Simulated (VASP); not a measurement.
Crystal: GaN.

```
CELL_PARAMETERS angstrom
0.00000 2.25350 2.25350
2.25350 0.00000 2.25350
2.25350 2.25350 0.00000
ATOMIC_POSITIONS crystal
Ga 0.00000 0.00000 0.00000
N 0.75000 0.75000 0.75000
```

* Program: VASP 6.6.1
* Task: relaxation of cell and atoms
* Functional: PBE
* Potentials or basis: VASP PAW PBE potentials, release 64 (Ga_d, N)
* Cutoff: 600 eV
* k mesh: 8 × 8 × 8
* Occupations: fermi-dirac, width 0.02 eV
* Spin: no spin polarisation

At the start: pressure 4.9 GPa; volume 11.44 Å³/atom.

Q: Where does the relaxation end?

A: Over 7 steps the energy falls by 4.7 meV/atom and the volume is 11.76 Å³/atom (+2.7 %); space group F-43m (No. 216, to 0.05 Å).

Step by step:
```tsv
step	energy change (eV)	largest force (eV/Å)	pressure (GPa)	volume (Å³)
1	0.0000	0.0000	4.91	22.89
2	-0.0029	0.0000	-3.73	24.07
3	-0.0094	0.0000	-0.09	23.52
4	-0.0094	0.0000	0.14	23.51
5	-0.0094	0.0000	0.10	23.51
6	-0.0094	0.0000	0.10	23.51
7	-0.0094	0.0000	0.04	23.51
```

Final structure:
```yaml
crystal:
  lattice:
    - [0.00000, 2.27375, 2.27375]
    - [2.27375, 0.00000, 2.27375]
    - [2.27375, 2.27375, 0.00000]
  atoms:
    - { symbol: Ga, position: [0.00000, 0.00000, 0.00000] }
    - { symbol: N, position: [0.75000, 0.75000, 0.75000] }
```
